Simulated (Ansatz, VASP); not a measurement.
## Two plane-wave programs on Rh

```
Rh
1.0
     0.00000    1.90155    1.85401
     1.90155    0.00000    1.85401
     1.90155    1.90155    0.00000
Rh
1
Direct
  0.00000 0.00000 0.00000
```

Change from the starting cell: strain +0.000 along x and y, -0.025 along z, atoms carried along.

Alike in both runs: task single point; functional LDA; k mesh 22 × 22 × 22; occupations gaussian, width 0.15 eV; no spin polarisation.

|  | VASP | Ansatz |
| --- | --- | --- |
| version | VASP 6.6.1 | Ansatz 0.2.0 |
| potentials or method | VASP PAW LDA potentials, release 64 (Rh_pv), cutoff 520 eV | scalar-relativistic, plane waves, PAW |
| valence electrons in the cell | 15 | 17 |

Ansatz gave:

- gap on the k mesh at the Fermi level (eV): none
- pressure (GPa): -4.1
- traceless stress, the component that is largest in VASP (GPa): 4.36

**Question.** Estimate VASP's values.

**Answer.** gap on the k mesh at the Fermi level (eV): none; pressure (GPa): -3.1; traceless stress, the component that is largest in VASP (GPa): 4.34.

LDA's correlation is that of Perdew and Zunger in VASP and of Perdew and Wang (1992) in Ansatz. A gap of «none» marks a metal or a gap that the smearing closes. VASP's potentials hold 15 valence electrons a cell and Ansatz's 17, so a difference there can come from the potentials and not from the codes.
